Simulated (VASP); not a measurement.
Set up this calculation in VASP 6.6.1, as the native input.

```yaml
Task: single point
Functional: PBEsol
Potentials_or_basis: VASP PAW PBE potentials, release 64 (Pb_d)
Cutoff: 520 eV
k_mesh: 14 × 14 × 8
Occupations: fermi-dirac, width 0.05 eV
Spin: non-collinear spin, zero start, spin-orbit coupling
Starting_moments: "[[0.0, 0.0, 0.0], [0.0, 0.0, 0.0]] μB"
Dipole_correction: no
Further_INCAR_settings: ALGO = Normal; EDIFF = 1e-06; NBANDS = 40
```

The structure of Pb lies in POSCAR:

```
Pb
1.0
    3.4562410673      0.0000000000      0.0000000000
   -1.7281205336      2.9931925659      0.0000000000
    0.0000000000      0.0000000000      5.7617025222
Pb
2
Direct
    0.3333333333      0.6666666667      0.2500000000
    0.6666666667      0.3333333333      0.7500000000
```

This isn't the form of Pb at room conditions, which is fcc.

One way to write it, as run:

INCAR

```
SYSTEM = Pb
ALGO = Normal ; EDIFF = 1E-6
ENCUT = 520 ; GGA = PS
GGA_COMPAT = .False. ; ISIF = 2
ISMEAR = -1 ; LASPH = .True.
LCHARG = .False. ; LNONCOLLINEAR = .True.
LORBIT = 11 ; LORBMOM = .True.
LREAL = .False. ; LSORBIT = .True.
LWAVE = .False. ; MAGMOM = 0 0 0 0 0 0
NBANDS = 40 ; NELM = 150
PREC = Accurate ; SIGMA = 0.05
```

KPOINTS

```
k-points
0
Gamma
  14 14 8
  0 0 0
```

Potentials or basis: VASP PAW PBE potentials, release 64 (Pb_d).

The run is started by

```console
$ cat potpaw_PBE.64/Pb_d/POTCAR > POTCAR
$ mpirun -np 1 vasp_ncl > vasp.out
```

Results of the run:

```
Pressure                                              : 0.2 GPa
Net moment                                            : 0.00 μB per cell
Valence electrons inside the program's atomic spheres : Pb 11.96
```

Caveat: the PAW data sets were made with another functional, which shifts forces and pressure a little.

Run time: 15 min on 1 thread of Oxide Virtual Turin-like Processor, on a shared host, peak memory 0.54 GiB.
